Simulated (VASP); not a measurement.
# Al2BN3: relaxation of cell and atoms with PBE

The system is Al2BN3.

```
CELL_PARAMETERS angstrom
2.72491 0.00000 0.00000
-1.36246 2.35984 0.00000
0.00000 0.00000 21.71331
ATOMIC_POSITIONS crystal
Al 0.33333 0.66667 0.08333
Al 0.33333 0.66667 0.41667
Al 0.66667 0.33333 0.58333
Al 0.66667 0.33333 0.91667
B 0.33333 0.66667 0.75000
B 0.66667 0.33333 0.25000
N 0.33333 0.66667 0.25000
N 0.33333 0.66667 0.58333
N 0.33333 0.66667 0.91667
N 0.66667 0.33333 0.08333
N 0.66667 0.33333 0.41667
N 0.66667 0.33333 0.75000
```

```
Program                : VASP 6.6.1
Task                   : relaxation of cell and atoms
Functional             : PBE
Potentials or basis    : VASP PAW PBE potentials, release 64 (Al, B, N)
Cutoff                 : 600 eV
k mesh                 : 6 × 6 × 1
Occupations            : gaussian, width 0.1 eV
Spin                   : no spin polarisation
Dipole correction      : no
Further INCAR settings : ALGO = Normal; EDIFF = 1e-07; IBRION = 2; EDIFFG = -0.04; NSW = 90; ISIF = 3
```

| Property | Result |
| --- | --- |
| Relaxed volume | 9.03 Å³/atom |
| Relaxed cell | a = 3.113 Å, b = 3.113 Å, c = 12.919 Å, α = 90.00°, β = 90.00°, γ = 120.00° |
| Space group after relaxing (to 0.1 Å) | P6_3/mmc (No. 194) |
| Pressure after relaxing | 0.0 GPa |
| Largest force after relaxing | 0.014 eV/Å |
| Band gap on the k mesh | 1.81 eV |

Forces on the atoms (eV/Å):
```
Al   0.000  0.000  0.005
Al   0.000  0.000 -0.005
Al   0.000  0.000  0.005
Al   0.000  0.000 -0.005
B    0.000  0.000  0.000
B    0.000  0.000  0.000
N    0.000  0.000  0.000
N    0.000  0.000 -0.014
N    0.000  0.000  0.014
N    0.000  0.000 -0.014
N    0.000  0.000  0.014
N    0.000  0.000  0.000
```

Stress tensor (GPa, compression positive):
```
 0.11  0.00  0.00
 0.00  0.11  0.00
 0.00  0.00 -0.24
```

Final structure:
```cif
data_structure
_symmetry_space_group_name_H-M 'P 1'
_symmetry_Int_Tables_number 1
_cell_length_a 3.1129
_cell_length_b 3.1129
_cell_length_c 12.9187
_cell_angle_alpha 90.000
_cell_angle_beta 90.000
_cell_angle_gamma 120.000
_cell_volume 108.41
loop_
_atom_site_label
_atom_site_type_symbol
_atom_site_fract_x
_atom_site_fract_y
_atom_site_fract_z
_atom_site_occupancy
Al1 Al 0.33333 0.66667 0.09126 1
Al2 Al 0.33333 0.66667 0.40874 1
Al3 Al 0.66667 0.33333 0.59126 1
Al4 Al 0.66667 0.33333 0.90874 1
B1 B 0.33333 0.66667 0.75000 1
B2 B 0.66667 0.33333 0.25000 1
N1 N 0.33333 0.66667 0.25000 1
N2 N 0.33333 0.66667 0.58913 1
N3 N 0.33333 0.66667 0.91087 1
N4 N 0.66667 0.33333 0.08913 1
N5 N 0.66667 0.33333 0.41087 1
N6 N 0.66667 0.33333 0.75000 1
```

Levels at points of the mesh, in eV from the valence-band top:
```tsv
k point	band 22	band 23	band 24	band 25	band 26	band 27
(0.00, 0.00, 0.00)	-1.93	-1.93	0.00	1.81	2.53	4.86
(0.50, 0.00, 0.00)	-2.23	-1.97	-1.26	2.26	2.79	3.89
```

It took 15 min on 1 thread of AMD EPYC 9R45 96-Core Processor (Zen 5), on a shared host, peak memory 0.3 GiB.

Caveat: the k points lie up to 0.49 Å⁻¹ apart in the final cell; the volume moved by over 15 % at a fixed basis, so the end points are rough. A k mesh can miss the band edges.
